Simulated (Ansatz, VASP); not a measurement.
# One calculation of Sn, two programs

```xyz
1
Lattice="3.1359 0.0000 0.0000 -1.5679 2.7157 0.0000 0.0000 0.0000 2.9514" Properties=species:S:1:pos:R:3 pbc="T T T"
Sn    0.0000    0.0000    0.0000
```

Alike in both runs: task single point; functional PBE; k mesh 15 × 15 × 14; occupations gaussian, width 0.1 eV; no spin polarisation.

|  | VASP | Ansatz |
| --- | --- | --- |
| version | VASP 6.6.1 | Ansatz 0.2.0 |
| potentials or method | VASP PAW PBE potentials, release 64 (Sn_d), cutoff 520 eV | scalar-relativistic, plane waves, PAW |
| valence electrons in the cell | 14 | 14 |

VASP gave:

```
gap on the k mesh at the Fermi level (eV)                     : none
pressure (GPa)                                                : 7.6
traceless stress, the component that is largest in VASP (GPa) : -0.14
```

What did Ansatz give for the same quantities?

gap on the k mesh at the Fermi level (eV): none; pressure (GPa): 7.7; traceless stress, the component that is largest in VASP (GPa): -0.14.

A gap of «none» marks a metal or a gap that the smearing closes. The functional is the same, so the differences come from potentials, cutoffs and numerics.
